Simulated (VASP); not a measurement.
Input of a VASP 6.6.1 run:

INCAR

```
PREC = Accurate
ENCUT = 520
EDIFF = 1E-7
ISMEAR = 0
SIGMA = 0.05
LREAL = False
LASPH = True
NELM = 60
ALGO = Normal
ISIF = 2
LWAVE = False
LCHARG = True
GGA = PE
LELF = True
LVHAR = True
NBANDS = 11
```

File KPOINTS:

```
regular mesh
0
Gamma
  12 12 12
```

The input POSCAR:

```
BN
1.0
    0.0339815346      1.8123485119      1.8123485119
    1.8123485119      0.0339815346      1.8123485119
    1.8463300465      1.8463300465      0.0000000000
B N
1 1
Direct
    0.0000000000      0.0000000000      0.0000000000
    0.7500000000      0.7500000000      0.7500000000
```

Potentials or basis: VASP PAW PBE potentials, release 64 (B, N).

Run with:

```bash
$ cat potpaw_PBE.64/B/POTCAR potpaw_PBE.64/N/POTCAR > POTCAR
$ mpirun -np 1 vasp_std > vasp.out
```

Task: Estimate the largest force.

Result: 0.057 eV/Å.

Task: Estimate the band gap on the k mesh.

Result: 4.29 eV (least direct gap 8.22 eV).

Task: Predict the pressure.

Result: 0.9 GPa.

Stress tensor (GPa, compression positive):
```
  1.10 -16.75   0.00
-16.75   1.10   0.00
  0.00   0.00   0.43
```

Caveat: the cell differs from its parent crystal (strain +0.0375 x Voigt [0, 0, 0, 0, 0, 1]). A k mesh can miss the band edges.
